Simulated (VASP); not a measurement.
# GeCN2 (R-3m) in VASP: further runs, part 2 of 2

VASP 6.6.1. Earlier steps stand in the parts before.

## 6. Single point, LDA

INCAR reads:

```
SYSTEM = GeCN2
PREC     = Accurate       ! precision mode
ENCUT    = 520            ! plane-wave cutoff, eV
EDIFF    = 1E-6           ! SCF threshold, eV
ISMEAR   = -1             ! smearing method
SIGMA    = 0.05           ! smearing width, eV
LREAL    = .FALSE.        ! projectors in reciprocal space
LASPH    = .TRUE.         ! aspherical terms in the spheres
NELM     = 100            ! most SCF steps
ALGO     = Normal         ! electronic algorithm
ISIF     = 2              ! what is computed and relaxed
LWAVE    = .FALSE.        ! write WAVECAR
LCHARG   = .FALSE.        ! write CHGCAR
GGA      = CA             ! functional
NBANDS   = 22             ! bands
```

KPOINTS reads:

```
Automatic mesh
0
G
  9 9 9
  0 0 0
```

POSCAR reads:

```
GeCN2
1.0
    1.8056701223      1.0425041312      4.9545539055
   -1.8056701223      1.0425041312      4.9545539055
    0.0000000000     -2.0850082624      4.9545539055
Ge N C
1 2 1
Direct
    0.0000000000      0.0000000000      0.0000000000
    0.5839044000      0.5839044000      0.5839044000
    0.4160956000      0.4160956000      0.4160956000
    0.5000000000      0.5000000000      0.5000000000
```

Potentials or basis: VASP PAW LDA potentials, release 64 (Ge_d, N, C).

Started as:

```
cat potpaw_LDA.64/Ge_d/POTCAR potpaw_LDA.64/N/POTCAR potpaw_LDA.64/C/POTCAR > POTCAR
mpirun -np 1 vasp_std > vasp.out
```

OUTCAR:

```text
SYSTEM = GeCN2
   PREC = Accurate
   ENCUT = 520
   EDIFF = 1E-6
   ISMEAR = -1
   LREAL = .FALSE.
   LASPH = .TRUE.
   NELM = 100
   ISIF = 2
   GGA = CA

 ion  position               nearest neighbor table
   1  0.000  0.000  0.000-
   2  0.584  0.584  0.584-   4 1.25
   3  0.416  0.416  0.416-   4 1.25
   4  0.500  0.500  0.500-   2 1.25   3 1.25

  LATTYP: Found a trigonal (rhomboedric) cell.
 ALAT       =     5.3753942978
 COS(alpha) =     0.7743235887

  Lattice vectors:

 A1 = (   1.8056701223,   1.0425041312,   4.9545539055)
 A2 = (  -1.8056701223,   1.0425041312,   4.9545539055)
 A3 = (   0.0000000000,  -2.0850082624,   4.9545539055)

Analysis of symmetry for initial positions (statically):
=====================================================================
 Subroutine PRICEL returns:
 Original cell was already a primitive cell.

 Routine SETGRP: Setting up the symmetry group for a
 trigonal (rhombohedral) supercell.

 Subroutine GETGRP returns: Found 12 space group operations
[... 164 lines left out ...]
  free energy    TOTEN  =       -32.11553434 eV

  energy without entropy =      -32.11553359  energy(sigma->0) =      -32.11553397

 E-fermi :   3.5366     XC(G=0): -10.0978

 val. band max:        2.9922491212   @ k =  -0.4444  -0.4444   0.2222
 cond. band min:       3.9890548177   @ k =   0.4444   0.4444   0.4444
 fundamental gap:      0.9968056965
 Fermi energy:         3.5365952917

 k-point     1 :       0.0000    0.0000    0.0000
  band No.  band energies     occupation
      1     -21.7338      2.00000
      2     -21.7296      2.00000
      3     -21.7296      2.00000
      4     -21.7214      2.00000
      5     -21.7214      2.00000
      6     -15.8020      2.00000
[... 589 lines left out ...]
     21      11.9486      0.00000
     22      14.7444      0.00000

 [... further k-points ...]

------------------------ aborting loop because EDIFF is reached ----------------------------------------

  FORCE on cell =-STRESS in cart. coord.  units (eV):
  Direction    XX          YY          ZZ          XY          YZ          ZX
  --------------------------------------------------------------------------------------
  -------------------------------------------------------------------------------------
  Total       -2.2621741     -2.2621741     -4.6053797      0.0000000     -0.0000000      0.0000000
  in kB      -64.7686148    -64.7686148   -131.8572513      0.0000000     -0.0000000      0.0000000
  external PRESSURE =     -87.1314936 kB  Pullay stress =       0.0000000 kB

 VOLUME and BASIS-vectors are now :
 -----------------------------------------------------------------------------
  energy-cutoff  :      520.00
  volume of cell :       55.96
      direct lattice vectors                 reciprocal lattice vectors
     1.805670122  1.042504131  4.954553906     0.276905507  0.159871469  0.067278173
    -1.805670122  1.042504131  4.954553906    -0.276905507  0.159871469  0.067278173
     0.000000000 -2.085008262  4.954553906     0.000000000 -0.319742938  0.067278173

 POSITION                                       TOTAL-FORCE (eV/Angst)
 -----------------------------------------------------------------------------------
      0.00000      0.00000      0.00000         0.000000     -0.000000     -0.000000
      0.00000      0.00000      8.67896         0.000000     -0.000000     -0.736365
      0.00000      0.00000      6.18470         0.000000      0.000000      0.736365
      0.00000      0.00000      7.43183        -0.000000     -0.000000     -0.000000
 -----------------------------------------------------------------------------------
    total drift:                               -0.000000      0.000000     -0.000000

  FREE ENERGIE OF THE ION-ELECTRON SYSTEM (eV)
  ---------------------------------------------------
  free  energy   TOTEN  =       -32.1155343443 eV

  energy  without entropy=      -32.1155335894  energy(sigma->0) =      -32.11553397
```

stdout:

```text
POSCAR found type information on POSCAR GeN C
 POSCAR found :  3 types and       4 ions
 scaLAPACK will be used
 LDA part: xc-table for (Slater(with rela. corr.)+CA(PZ))
 , standard interpolation
 POSCAR, INCAR and KPOINTS ok, starting setup
 FFT: planning ... GRIDC
 FFT: planning ... GRID_SOFT
 FFT: planning ... GRID
 WAVECAR not read
 entering main loop
```

Run time: 2.1 min. Hardware: 1 thread of Intel Xeon Platinum 8488C (Sapphire Rapids), shared host; peak memory 0.26 GiB.

Results:

- Free energy: -32.1155 eV
- Pressure: -8.7 GPa
- Largest force: 0.736 eV/Å
- Band gap on the k mesh: 1.00 eV, indirect (least direct gap 1.82 eV)

Forces in eV/Å, atoms in the order of the input:
```
Ge   0.000  0.000  0.000
N    0.000  0.000 -0.736
N    0.000  0.000  0.736
C    0.000  0.000  0.000
```

Stress tensor (GPa, compression positive):
```
 -6.48   0.00   0.00
  0.00  -6.48   0.00
  0.00   0.00 -13.19
```

Levels at points of the mesh, in eV from the valence-band top:
```csv
k point,band 11,band 12,band 13,band 14,band 15,band 16,band 17,band 18
"(0.00, 0.00, 0.00)",-5.00,-2.06,-1.75,-1.75,2.47,3.21,3.21,4.75
```

A k mesh can miss the band edges. LDA gaps usually lie below the measured ones, often by a third to a half.

## 7. The runs side by side

| level | potentials or basis | cell | gap on the mesh (eV) | pressure (GPa) | largest force (eV/Å) |
| --- | --- | --- | --- | --- | --- |
| PBE | VASP PAW PBE potentials, release 64 (Ge_d, N, C) | a = 5.375 Å, angles 39.3°, 4 atoms | 1.16 | -2.4 | 0.48 |
| PBE | VASP PAW PBE potentials, release 64 (Ge_d, N, C) | a = 5.410 Å, angles 39.3°, 4 atoms | 1.20 | -4.7 | 0.99 |
| PBE | VASP PAW PBE potentials, release 64 (Ge_d, N, C) | a = 5.445 Å, angles 39.3°, 4 atoms | 1.23 | -6.7 | 1.47 |
| LDA | VASP PAW LDA potentials, release 64 (Ge_d, N, C) | a = 5.231 Å, angles 39.3°, 4 atoms | 0.80 | 2.1 | 1.72 |
| LDA | VASP PAW LDA potentials, release 64 (Ge_d, N, C) | a = 5.375 Å, angles 39.3°, 4 atoms | 1.00 | -8.7 | 0.74 |

Alike in all rows: task single point; no spin polarisation; k mesh 9 × 9 × 9; cutoff (eV) 520; smearing fermi-dirac 0.05 eV.

Caveats: forces of over 1 eV/Å act on the atoms, so gaps and moduli don't describe the material at rest (some runs).

Absolute energies hang on the potentials; compare differences alone.
